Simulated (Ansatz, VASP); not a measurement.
InHgO2: VASP beside Ansatz

```
CELL_PARAMETERS angstrom
4.12375 0.00000 0.00000
0.00000 4.12375 0.00000
0.00000 0.00000 8.24749
ATOMIC_POSITIONS crystal
In 0.50000 0.50000 0.25000
In 0.50000 0.50000 0.75000
Hg 0.00000 0.00000 0.00000
Hg 0.00000 0.00000 0.50000
O 0.50000 0.00000 0.00000
O 0.00000 0.50000 0.50000
O 0.00000 0.00000 0.25000
O 0.00000 0.00000 0.75000
```

Change from the starting cell: ordered vacancies on the anion sites of perovskite (P4_2/mmc, No. 131).

Alike in both runs: task single point; functional PBE; k mesh 4 × 4 × 2; occupations gaussian, width 0.1 eV; no spin polarisation.

|  | VASP | Ansatz |
| --- | --- | --- |
| version | VASP 6.6.1 | Ansatz 0.2.0 |
| potentials or method | VASP PAW PBE potentials, release 64 (In_d, Hg_sv_GW, O), cutoff 700 eV | scalar-relativistic, plane waves, PAW |
| valence electrons in the cell | 90 | 90 |

Ansatz gave:

| Item | Value |
| --- | --- |
| gap on the k mesh at the Fermi level (eV) | none |
| pressure (GPa) | 6.6 |
| traceless stress, the component that is largest in VASP (GPa) | 4.50 |

Problem. Estimate VASP's values.

Solution. gap on the k mesh at the Fermi level (eV): none; pressure (GPa): 6.6; traceless stress, the component that is largest in VASP (GPa): 4.60.

A gap of «none» marks a metal or a gap that the smearing closes. With one functional, cell and mesh, what is left measures potentials, basis and numerics.

The k mesh is coarse, so the values compare programs but aren't converged. Spin-orbit coupling is off throughout.
